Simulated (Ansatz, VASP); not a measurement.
**Cu: VASP beside Ansatz**

```
CELL_PARAMETERS angstrom
0.00000 1.80750 1.80750
1.80750 0.00000 1.80750
1.80750 1.80750 0.00000
ATOMIC_POSITIONS crystal
Cu 0.00000 0.00000 0.00000
```

Alike in both runs: task relaxation of cell and atoms; functional PBE; k mesh 22 × 22 × 22; occupations gaussian, width 0.1 eV; no spin polarisation.

|  | VASP | Ansatz |
| --- | --- | --- |
| version | VASP 6.6.1 | Ansatz 0.2.0 |
| potentials or method | VASP PAW PBE potentials, release 64 (Cu) | scalar-relativistic, plane waves, PAW |
| plane-wave cutoff (eV) | 600 | 420 |
| valence electrons in the cell | 11 | 19 |

Ansatz gave:

```
relaxed volume (Å³/atom)                                     : 11.96
relaxed cell length with the largest relative difference (Å) : 2.567
```

Task: What did VASP give for the same quantities?

Result: Relaxed volume (Å³/atom): 12.00; relaxed cell length with the largest relative difference (Å): 2.570.

VASP's potentials hold 11 valence electrons a cell and Ansatz's 19, so a difference there can come from the potentials and not from the codes.
